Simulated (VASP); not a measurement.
# Ba2CeSnO6 (Fm-3m) in VASP: further runs, part 2 of 2

VASP 6.6.1. Earlier steps stand in the parts before.

## 4. Single point, PBE+U

This run uses another cell than the first one: it holds 20 atoms, not 10.

INCAR

```
PREC = Accurate
ENCUT = 520
EDIFF = 1E-6
ISMEAR = 0
SIGMA = 0.02
LREAL = Auto
LASPH = T
NELM = 150
ALGO = Normal
ISIF = 2
LWAVE = F
LCHARG = F
LMAXMIX = 6
LDAU = T
LDAUTYPE = 2
LDAUL = -1 3 -1 -1
LDAUU = 0 5 0 0
LDAUJ = 0 0 0 0
LDAUPRINT = 1
GGA = PE
NBANDS = 98
```

KPOINTS

```
Automatic mesh
0
Gamma
  2 2 2
  0.5 0.5 0.5
```

POSCAR

```
Ba2CeSnO6
1.0
    0.0000000000     -4.3230870717      4.3230870717
    0.0000000000      4.3230870717      4.3230870717
   -8.6461741435      0.0000000000      0.0000000000
Ba Ce O Sn
4 2 12 2
Direct
    0.0000000000      0.5000000000      0.7500000000
    0.5000000000      0.0000000000      0.2500000000
    0.0000000000      0.5000000000      0.2500000000
    0.5000000000      0.0000000000      0.7500000000
    0.5000000000      0.5000000000      0.5000000000
    0.0000000000      0.0000000000      1.0000000000
    0.0000000000      0.0000000000      0.7419203596
    0.5000000000      0.5000000000      0.2419203596
    0.0000000000      0.0000000000      0.2580796404
    0.5000000000      0.5000000000      0.7580796404
    0.2419203596      0.7580796404      0.5000000000
    0.7419203596      0.2580796404      0.0000000000
    0.7580796404      0.2419203596      0.5000000000
    0.2580796404      0.7419203596      0.0000000000
    0.7580796404      0.7580796404      0.5000000000
    0.2580796404      0.2580796404      0.0000000000
    0.2419203596      0.2419203596      0.5000000000
    0.7419203596      0.7419203596      0.0000000000
    0.0000000000      0.0000000000      0.5000000000
    0.5000000000      0.5000000000      0.0000000000
```

Potentials or basis: VASP PAW PBE potentials, release 64 (Ba_sv, Ce, O, Sn_d).

On the command line:

```bash
cat potpaw_PBE.64/Ba_sv/POTCAR potpaw_PBE.64/Ce/POTCAR potpaw_PBE.64/O/POTCAR potpaw_PBE.64/Sn_d/POTCAR > POTCAR
mpirun -np 1 vasp_std > vasp.out
```

OUTCAR:

```text
PREC = Accurate
   ENCUT = 520
   EDIFF = 1E-6
   ISMEAR = 0
   LREAL = Auto
   LASPH = T
   NELM = 150
   ISIF = 2
   GGA = PE

 ion  position               nearest neighbor table
   1  0.000  0.500  0.750-   7 3.06  10 3.06   7 3.06  10 3.06  13 3.06  14 3.06  15 3.06  16 3.06
                            17 3.06  18 3.06  11 3.06  12 3.06  19 3.74  20 3.74   6 3.74   5 3.74
   2  0.500  0.000  0.250-   8 3.06   9 3.06   8 3.06   9 3.06  13 3.06  14 3.06  15 3.06  16 3.06
                            17 3.06  18 3.06  11 3.06  12 3.06  19 3.74  20 3.74   5 3.74   5 3.74
   3  0.000  0.500  0.250-   8 3.06   9 3.06   9 3.06   8 3.06  13 3.06  14 3.06  15 3.06  16 3.06
                            17 3.06  18 3.06  11 3.06  12 3.06  19 3.74  20 3.74   6 3.74   5 3.74
   4  0.500  0.000  0.750-   7 3.06  10 3.06  10 3.06   7 3.06  13 3.06  14 3.06  15 3.06  16 3.06
                            17 3.06  18 3.06  11 3.06  12 3.06  19 3.74  20 3.74   5 3.74   5 3.74
   5  0.500  0.500  0.500-  11 2.23  13 2.23  15 2.23  17 2.23   8 2.23  10 2.23   3 3.74   4 3.74
                             1 3.74   2 3.74   2 3.74   4 3.74   1 3.74   3 3.74
   6  0.000  0.000  0.000-  12 2.23  14 2.23  16 2.23  18 2.23   7 2.23   9 2.23   3 3.74   4 3.74
                             1 3.74   2 3.74   1 3.74   3 3.74   2 3.74   4 3.74
   7  0.000  0.000  0.742-  19 2.09   6 2.23   1 3.06   4 3.06   1 3.06   4 3.06
   8  0.500  0.500  0.242-  20 2.09   5 2.23   2 3.06   3 3.06   2 3.06   3 3.06
   9  0.000  0.000  0.258-  19 2.09   6 2.23   2 3.06   3 3.06   3 3.06   2 3.06
  10  0.500  0.500  0.758-  20 2.09   5 2.23   1 3.06   4 3.06   4 3.06   1 3.06
  11  0.242  0.758  0.500-  19 2.09   5 2.23   3 3.06   4 3.06   1 3.06   2 3.06
  12  0.742  0.258  0.000-  20 2.09   6 2.23   3 3.06   4 3.06   1 3.06   2 3.06
  13  0.758  0.242  0.500-  19 2.09   5 2.23   3 3.06   4 3.06   1 3.06   2 3.06
  14  0.258  0.742  0.000-  20 2.09   6 2.23   3 3.06   4 3.06   1 3.06   2 3.06
  15  0.758  0.758  0.500-  19 2.09   5 2.23   3 3.06   4 3.06   1 3.06   2 3.06
  16  0.258  0.258  0.000-  20 2.09   6 2.23   3 3.06   4 3.06   1 3.06   2 3.06
  17  0.242  0.242  0.500-  19 2.09   5 2.23   3 3.06   4 3.06   1 3.06   2 3.06
  18  0.742  0.742  0.000-  20 2.09   6 2.23   3 3.06   4 3.06   1 3.06   2 3.06
  19  0.000  0.000  0.500-  11 2.09  13 2.09  15 2.09  17 2.09   7 2.09   9 2.09   3 3.74   4 3.74
                             1 3.74   2 3.74   1 3.74   3 3.74   2 3.74   4 3.74
  20  0.500  0.500  0.000-  12 2.09  14 2.09  16 2.09  18 2.09   8 2.09  10 2.09   3 3.74   4 3.74
                             1 3.74   2 3.74   2 3.74   4 3.74   1 3.74   3 3.74

  LATTYP: Found a simple tetragonal cell.
 ALAT       =     6.1137683681
 C/A-ratio  =     1.4142135624

  Lattice vectors:

 A1 = (   0.0000000000,  -4.3230870717,   4.3230870717)
 A2 = (   0.0000000000,   4.3230870717,   4.3230870717)
 A3 = (  -8.6461741435,   0.0000000000,   0.0000000000)

Analysis of symmetry for initial positions (statically):
[... 249 lines left out ...]
  o =  0.0328  v =  0.6120 -0.0000 -0.7908  0.0000 -0.0000  0.0000 -0.0000  0.0000  0.0000  0.0000  0.0000  0.0000  0.0000  0.0000      0.0000  0.0000  0.0000  0.0000  0.0000  0.0000  0.0000  0.0000  0.0000  0.0000  0.0000  0.0000  0.0000  0.0000
  o =  0.0328  v =  0.0000  0.0000  0.0000  0.0000  0.0000  0.0000  0.0000  0.6120 -0.0000 -0.7908  0.0000 -0.0000  0.0000 -0.0000      0.0000  0.0000  0.0000  0.0000  0.0000  0.0000  0.0000  0.0000  0.0000  0.0000  0.0000  0.0000  0.0000  0.0000
  o =  0.0328  v =  0.0000 -0.0000 -0.0000 -0.0004 -0.0000 -1.0000 -0.0000  0.0000  0.0000  0.0000  0.0000  0.0000  0.0000  0.0000      0.0000  0.0000  0.0000  0.0000  0.0000  0.0000  0.0000  0.0000  0.0000  0.0000  0.0000  0.0000  0.0000  0.0000
  o =  0.0328  v =  0.0000  0.0000  0.0000  0.0000  0.0000  0.0000  0.0000  0.0000 -0.0000 -0.0000 -0.0004 -0.0000 -1.0000 -0.0000      0.0000  0.0000  0.0000  0.0000  0.0000  0.0000  0.0000  0.0000  0.0000  0.0000  0.0000  0.0000  0.0000  0.0000
  o =  0.0331  v =  0.0000 -0.0000 -0.0000  0.0000  0.7906 -0.0000  0.6124  0.0000  0.0000  0.0000  0.0000  0.0000  0.0000  0.0000      0.0000  0.0000  0.0000  0.0000  0.0000  0.0000  0.0000  0.0000  0.0000  0.0000  0.0000  0.0000  0.0000  0.0000
  o =  0.0331  v =  0.0000  0.0000  0.0000  0.0000  0.0000  0.0000  0.0000  0.0000 -0.0000 -0.0000  0.0000  0.7906 -0.0000  0.6124      0.0000  0.0000  0.0000  0.0000  0.0000  0.0000  0.0000  0.0000  0.0000  0.0000  0.0000  0.0000  0.0000  0.0000
  o =  0.0959  v =  0.0000  0.0000  0.0000  0.0000  0.0000  0.0000  0.0000  0.0000  0.0000 -0.0000 -1.0000 -0.0000  0.0004  0.0000      0.0000  0.0000  0.0000  0.0000  0.0000  0.0000  0.0000  0.0000  0.0000  0.0000  0.0000  0.0000  0.0000  0.0000
  o =  0.0959  v =  0.0000  0.0000 -0.0000 -1.0000 -0.0000  0.0004  0.0000  0.0000  0.0000  0.0000  0.0000  0.0000  0.0000  0.0000      0.0000  0.0000  0.0000  0.0000  0.0000  0.0000  0.0000  0.0000  0.0000  0.0000  0.0000  0.0000  0.0000  0.0000
  o =  0.0959  v =  0.0000  0.0000  0.0000  0.0000  0.0000  0.0000  0.0000  0.7908  0.0000  0.6120 -0.0000 -0.0000  0.0000  0.0000      0.0000  0.0000  0.0000  0.0000  0.0000  0.0000  0.0000  0.0000  0.0000  0.0000  0.0000  0.0000  0.0000  0.0000
  o =  0.0959  v =  0.7908  0.0000  0.6120 -0.0000 -0.0000  0.0000  0.0000  0.0000  0.0000  0.0000  0.0000  0.0000  0.0000  0.0000      0.0000  0.0000  0.0000  0.0000  0.0000  0.0000  0.0000  0.0000  0.0000  0.0000  0.0000  0.0000  0.0000  0.0000
  o =  0.0987  v = -0.0000  0.0000  0.0000 -0.0000  0.6124  0.0000 -0.7906  0.0000  0.0000  0.0000  0.0000  0.0000  0.0000  0.0000      0.0000  0.0000  0.0000  0.0000  0.0000  0.0000  0.0000  0.0000  0.0000  0.0000  0.0000  0.0000  0.0000  0.0000
  o =  0.0987  v =  0.0000  0.0000  0.0000  0.0000  0.0000  0.0000  0.0000 -0.0000  0.0000  0.0000 -0.0000  0.6124  0.0000 -0.7906      0.0000  0.0000  0.0000  0.0000  0.0000  0.0000  0.0000  0.0000  0.0000  0.0000  0.0000  0.0000  0.0000  0.0000

 number of electron     164.0000004 magnetization

 Free energy of the ion-electron system (eV)
  ---------------------------------------------------
  ext. energy  EPLUGINS =         0.00000000
  ---------------------------------------------------
  free energy    TOTEN  =      -136.51860902 eV

  energy without entropy =     -136.51860902  energy(sigma->0) =     -136.51860902

 E-fermi :   3.5033     XC(G=0): -10.4522

 val. band max:        3.3094911189   @ k =   0.2500   0.2500   0.2500
 cond. band min:       6.3179693205   @ k =   0.2500   0.2500   0.2500
 fundamental gap:      3.0084782016
 Fermi energy:         3.5032868603

 k-point     1 :       0.2500    0.2500    0.2500
  band No.  band energies     occupation
      1     -29.8017      2.00000
      2     -29.8013      2.00000
      3     -22.1690      2.00000
      4     -22.1494      2.00000
      5     -22.1414      2.00000
      6     -22.1227      2.00000
[... 86 lines left out ...]
     93       6.5587      0.00000
     94       6.5711      0.00000
 [bands above 94 left out]

------------------------ aborting loop because EDIFF is reached ----------------------------------------

  FORCE on cell =-STRESS in cart. coord.  units (eV):
  Direction    XX          YY          ZZ          XY          YZ          ZX
  --------------------------------------------------------------------------------------
  -------------------------------------------------------------------------------------
  Total        4.0709688      3.1849600      3.1849600     -0.0000000      0.0000000      0.0000000
  in kB       20.1821031     15.7896542     15.7896542     -0.0000000      0.0000000      0.0000000
  external PRESSURE =      17.2538038 kB  Pullay stress =       0.0000000 kB

 VOLUME and BASIS-vectors are now :
 -----------------------------------------------------------------------------
  energy-cutoff  :      520.00
  volume of cell :      323.18
      direct lattice vectors                 reciprocal lattice vectors
     0.000000000 -4.323087072  4.323087072     0.000000000 -0.115658091  0.115658091
     0.000000000  4.323087072  4.323087072     0.000000000  0.115658091  0.115658091
    -8.646174143  0.000000000  0.000000000    -0.115658091  0.000000000  0.000000000

 POSITION                                       TOTAL-FORCE (eV/Angst)
 -----------------------------------------------------------------------------------
     -6.48463      2.16154      2.16154        -0.000000      0.000000     -0.000000
     -2.16154     -2.16154      2.16154        -0.000000      0.000000     -0.000000
     -2.16154      2.16154      2.16154        -0.000000      0.000000      0.000000
     -6.48463     -2.16154      2.16154        -0.000000      0.000000      0.000000
     -4.32309      0.00000      4.32309        -0.000000      0.000000      0.000000
      0.00000      0.00000      0.00000        -0.000000      0.000000     -0.000000
[... 12 lines left out ...]
     -4.32309      0.00000      0.00000        -0.000000      0.000000     -0.000000
      0.00000      0.00000      4.32309        -0.000000      0.000000      0.000000
 -----------------------------------------------------------------------------------
    total drift:                                0.000000     -0.000000      0.000000

  FREE ENERGIE OF THE ION-ELECTRON SYSTEM (eV)
  ---------------------------------------------------
  free  energy   TOTEN  =      -136.5186090184 eV

  energy  without entropy=     -136.5186090184  energy(sigma->0) =     -136.51860902
```

It took 1.7 min on 1 thread of Intel Xeon 6975P-C (Granite Rapids), shared host; peak memory 0.39 GiB.

The run converged, but its numbers aren't listed here, since they failed a check.

Caveat: the result breaks the symmetry of the cell; spin-orbit coupling is left out, which moves the levels of the heavy elements.
